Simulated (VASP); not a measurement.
# MgZn3O4 (Cmc2_1) in VASP: single point with PBEsol

Aim: the single point of MgZn3O4 with PBEsol.

All numbers are computed with VASP 6.6.1; they aren't measurements. Logs are shortened: lines on timing, memory, paths and dates and some standing lists are left out, and cuts for length are marked.

## 1. The cell of the first run

It takes space group Cmc2_1 (No. 36, orthorhombic). The conventional cell has a = 6.494 Å, b = 11.248 Å, c = 5.202 Å, α = 90.00°, β = 90.00°, γ = 90.00°. Within 2.6 Å of Mg (site symmetry m) lie 4 O at 1.97 to 1.98 Å. Zn (site symmetry 1) has 4 O at 1.97 to 1.98 Å within 2.6 Å. Zn (site symmetry m) has 4 O at 1.97 to 1.98 Å within 2.6 Å. O (site symmetry m) has 2 Mg at 1.97 to 1.98 Å and 2 Zn at 1.98 Å within 2.6 Å. O (site symmetry 1) has 3 Zn at 1.97 to 1.98 Å and 1 Mg at 1.98 Å within 2.6 Å. Within 2.6 Å of O (site symmetry m) lie 4 Zn at 1.97 to 1.98 Å.

## 2. Single point, PBEsol

Input file INCAR:

```
  ALGO = Normal
  EDIFF = 1E-6
  ENCUT = 750
  GGA = PS
  GGA_COMPAT = False
  ISIF = 2
  ISMEAR = 0
  LASPH = True
  LCHARG = False
  LREAL = Auto
  LWAVE = False
  NBANDS = 84
  NELM = 120
  PREC = Accurate
  SIGMA = 0.1
```

Input file KPOINTS:

```
k-points
0
Gamma
  4 3 3
```

Input file POSCAR:

```
MgZn3O4
1.0
    0.0000000000      0.0000000000     -5.2022116200
    3.2471250000      5.6241854800      0.0000000000
    3.2471250000     -5.6241854800      0.0000000000
Mg Zn O
2 6 8
Direct
    0.5000000000      0.1666666700      0.3333333300
    0.0000000000      0.3333333300      0.6666666700
    0.5000000000      0.1666666700      0.8333333300
    0.5000000000      0.6666666700      0.3333333300
    0.5000000000      0.6666666700      0.8333333300
    0.0000000000      0.3333333300      0.1666666700
    0.0000000000      0.8333333300      0.6666666700
    0.0000000000      0.8333333300      0.1666666700
    0.6209900000      0.3333333300      0.6666666700
    0.6209900000      0.3333333300      0.1666666700
    0.6209900000      0.8333333300      0.6666666700
    0.6209900000      0.8333333300      0.1666666700
    0.1209900000      0.1666666700      0.3333333300
    0.1209900000      0.1666666700      0.8333333300
    0.1209900000      0.6666666700      0.3333333300
    0.1209900000      0.6666666700      0.8333333300
```

Potentials or basis: VASP PAW PBE potentials, release 64 (Mg_sv, Zn, O).

Launch:

```bash
$ cat potpaw_PBE.64/Mg_sv/POTCAR potpaw_PBE.64/Zn/POTCAR potpaw_PBE.64/O/POTCAR > POTCAR
$ mpirun -np 1 vasp_std > vasp.out
```

OUTCAR:

```text
EDIFF = 1E-6
   ENCUT = 750
   GGA = PS
   ISIF = 2
   ISMEAR = 0
   LASPH = True
   LREAL = Auto
   NELM = 120
   PREC = Accurate

 ion  position               nearest neighbor table
   1  0.500  0.167  0.333-  13 1.97  10 1.98  12 1.98   9 1.98
   2  0.000  0.333  0.667-   9 1.97  14 1.98  13 1.98  16 1.98
   3  0.500  0.167  0.833-  14 1.97   9 1.98  11 1.98  10 1.98
   4  0.500  0.667  0.333-  15 1.97  12 1.98  10 1.98  11 1.98
   5  0.500  0.667  0.833-  16 1.97  11 1.98  12 1.98   9 1.98
   6  0.000  0.333  0.167-  10 1.97  13 1.98  14 1.98  15 1.98
[... 8 lines left out ...]
  15  0.121  0.667  0.333-   4 1.97   8 1.98   7 1.98   6 1.98
  16  0.121  0.667  0.833-   5 1.97   7 1.98   2 1.98   8 1.98

  LATTYP: Found a hexagonal cell.
 ALAT       =     6.4942500013
 C/A-ratio  =     0.8010488692

  Lattice vectors:

 A1 = (   3.2471250000,   5.6241854800,   0.0000000000)
 A2 = (   3.2471250000,  -5.6241854800,   0.0000000000)
 A3 = (   0.0000000000,   0.0000000000,  -5.2022116200)

Analysis of symmetry for initial positions (statically):
=====================================================================
 Subroutine PRICEL returns:
 Original cell was already a primitive cell.

 Routine SETGRP: Setting up the symmetry group for a
 hexagonal supercell.

 Subroutine GETGRP returns: Found  4 space group operations
 (whereof  2 operations were pure point group operations)
 out of a pool of 24 trial point group operations.

The static configuration has the point symmetry C_1h.
 The point group associated with its full space group is C_2v.

Analysis of symmetry for dynamics (positions and initial velocities):
=====================================================================
 Subroutine PRICEL returns:
 Original cell was already a primitive cell.

 Routine SETGRP: Setting up the symmetry group for a
 hexagonal supercell.

 Subroutine GETGRP returns: Found  4 space group operations
 (whereof  2 operations were pure point group operations)
 out of a pool of 24 trial point group operations.

The dynamic configuration has the point symmetry C_1h.
 The point group associated with its full space group is C_2v.

 Subroutine INISYM returns: Found  4 space group operations
 (whereof  2 operations are pure point group operations),
 and found     1 'primitive' translations

[... 111 lines left out ...]
   EDIFFG = 0.1E-04   stopping-criterion for IOM
   NSW    =      0    number of steps for IOM
   IBRION =     -1    ionic relax: 0-MD 1-quasi-New 2-CG
   NFREE  =      0    steps in history (QN), initial steepest desc. (CG)
   ISIF   =      2    stress and relaxation
   ISYM   =      2    0-nonsym 1-usesym 2-fastsym
   POTIM  = 0.5000    time-step for ionic-motion
   TEBEG  =    0.0;   TEEND  =   0.0 temperature during run
   PSTRESS=    0.0 pullay stress
   NELECT =     140.0000    total number of electrons
   NUPDOWN=      -1.0000    fix difference up-down
   EMIN   =  10.00;   EMAX   =-10.00  energy-range for DOS
   EFERMI =   0.00;   METHOD = LEGACY
   ISMEAR =     0;   SIGMA  =   0.10  broadening in eV -4-tet -1-fermi 0-gaus
   EFERMI_NEDOS =   21; number of points for ismear=-14 and -15
   IALGO  =     38    algorithm
   IMIX   =      4    mixing-type and parameters
     AMIX     =   0.40;   BMIX     =  1.00
     AMIX_MAG =   1.60;   BMIX_MAG =  1.00
  volume/ion in A,a.u.               =      11.88        80.14
  Fermi-wavevector in a.u.,A,eV,Ry     =   1.478627  2.794200 29.746931  2.186338
  Thomas-Fermi vector in A             =   2.592885
   LORBIT       =      0    0 simple, 1 ext, 2 COOP (PROOUT), +10 PAW based schemes
   GGA     = PS    functional components
   LHFCALC =     F    Hartree Fock is set to
   AEXX    =    0.0000 exact exchange contribution
   IVDW    =     0    specifies the selected vdW correction
   LEPSILON=     F    determine dielectric tensor
   LRPA    =     F    only Hartree local field effects (RPA)
 non-spin polarized calculation
 Gauss-broadening in eV      SIGMA  =   0.10
  energy-cutoff  :      750.00
  volume of cell :      190.01
 maximum number of plane-waves:      8933
 NGX is ok and might be reduce to    48
   NGX = 23   NGY = 29   NGZ = 29

 number of electron     140.0000005 magnetization

 Free energy of the ion-electron system (eV)
  ---------------------------------------------------
  ext. energy  EPLUGINS =         0.00000000
  ---------------------------------------------------
  free energy    TOTEN  =       -82.83593307 eV

  energy without entropy =      -82.83593307  energy(sigma->0) =      -82.83593307

 E-fermi :   1.5455     XC(G=0): -10.9379

 val. band max:        1.0555972677   @ k =   0.0000   0.0000   0.0000
 cond. band min:       2.3089384806   @ k =   0.0000   0.0000   0.0000
 fundamental gap:      1.2533412129
 Fermi energy:         1.5455110574

 k-point     1 :       0.0000    0.0000    0.0000
  band No.  band energies     occupation
      1     -71.3048      2.00000
      2     -71.3037      2.00000
      3     -38.2816      2.00000
      4     -38.2742      2.00000
      5     -38.2723      2.00000
      6     -38.2707      2.00000
[... 1009 lines left out ...]
     81      10.1563      0.00000
     82      10.1563      0.00000
 [bands above 82 left out]

------------------------ aborting loop because EDIFF is reached ----------------------------------------

  FORCE on cell =-STRESS in cart. coord.  units (eV):
  Direction    XX          YY          ZZ          XY          YZ          ZX
  --------------------------------------------------------------------------------------
  -------------------------------------------------------------------------------------
  Total       -0.8882344     -0.8616171      0.5800371      0.0230512      0.0000000      0.0000000
  in kB       -7.4896497     -7.2652113      4.8909100      0.1943693      0.0000000      0.0000000
  external PRESSURE =      -3.2879836 kB  Pullay stress =       0.0000000 kB

 VOLUME and BASIS-vectors are now :
 -----------------------------------------------------------------------------
  energy-cutoff  :      750.00
  volume of cell :      190.01
      direct lattice vectors                 reciprocal lattice vectors
     0.000000000  0.000000000 -5.202211620     0.000000000  0.000000000 -0.192225936
     3.247125000  5.624185480  0.000000000     0.153982369  0.088901762  0.000000000
     3.247125000 -5.624185480  0.000000000     0.153982369 -0.088901762  0.000000000

 POSITION                                       TOTAL-FORCE (eV/Angst)
 -----------------------------------------------------------------------------------
      1.62356     -0.93736     -2.60111        -0.079839      0.046095     -0.069891
      3.24713     -1.87473      0.00000         0.079839     -0.046095     -0.069891
      3.24713     -3.74946     -2.60111         0.100551      0.027537     -0.064705
      3.24713      1.87473     -2.60111        -0.103529      0.059772     -0.142424
      4.87069     -0.93736     -2.60111         0.026428     -0.100848     -0.064705
      1.62356      0.93736      0.00000        -0.100551     -0.027537     -0.064705
[... 8 lines left out ...]
      3.24713      1.87473     -0.62942         0.017428     -0.010062      0.060432
      4.87069     -0.93736     -0.62942        -0.058483     -0.008148      0.102155
 -----------------------------------------------------------------------------------
    total drift:                                0.000022     -0.000165      0.080591

  FREE ENERGIE OF THE ION-ELECTRON SYSTEM (eV)
  ---------------------------------------------------
  free  energy   TOTEN  =       -82.8359330673 eV

  energy  without entropy=      -82.8359330673  energy(sigma->0) =      -82.83593307
```

stdout:

```text
POSCAR found type information on POSCAR MgZnO
 POSCAR found :  3 types and      16 ions
 scaLAPACK will be used
 -----------------------------------------------------------------------------
|                                                                             |
|                                                                             |
|     You enforced a specific xc type in the INCAR file but a different       |
|     I HOPE YOU KNOW WHAT YOU ARE DOING!                                     |
|                                                                             |
 -----------------------------------------------------------------------------

 LDA part: xc-table for (Slater+PW92), standard interpolation
 POSCAR, INCAR and KPOINTS ok, starting setup
 FFT: planning ... GRIDC
 FFT: planning ... GRID_SOFT
 FFT: planning ... GRID
 WAVECAR not read
 entering main loop
```

Wall time 18 min (1 thread of AMD EPYC 7R43 (Zen 3), shared host); peak memory 0.49 GiB.

What came out:

- Free energy: -82.8359 eV
- Pressure: -0.3 GPa
- Largest force: 0.186 eV/Å
- Band gap on the k mesh: 1.25 eV

Forces on the atoms (eV/Å):
```
Mg  -0.080  0.046 -0.070
Mg   0.080 -0.046 -0.070
Zn   0.101  0.028 -0.065
Zn  -0.104  0.060 -0.142
Zn   0.026 -0.101 -0.065
Zn  -0.101 -0.028 -0.065
Zn   0.104 -0.060 -0.142
Zn  -0.026  0.101 -0.065
O   -0.099  0.057  0.077
O    0.022 -0.055  0.102
O   -0.017  0.010  0.060
O    0.058  0.008  0.102
O    0.099 -0.057  0.077
O   -0.022  0.055  0.102
O    0.017 -0.010  0.060
O   -0.058 -0.008  0.102
```

Caveat: the PAW data sets were made with another functional, which shifts forces and pressure a little.
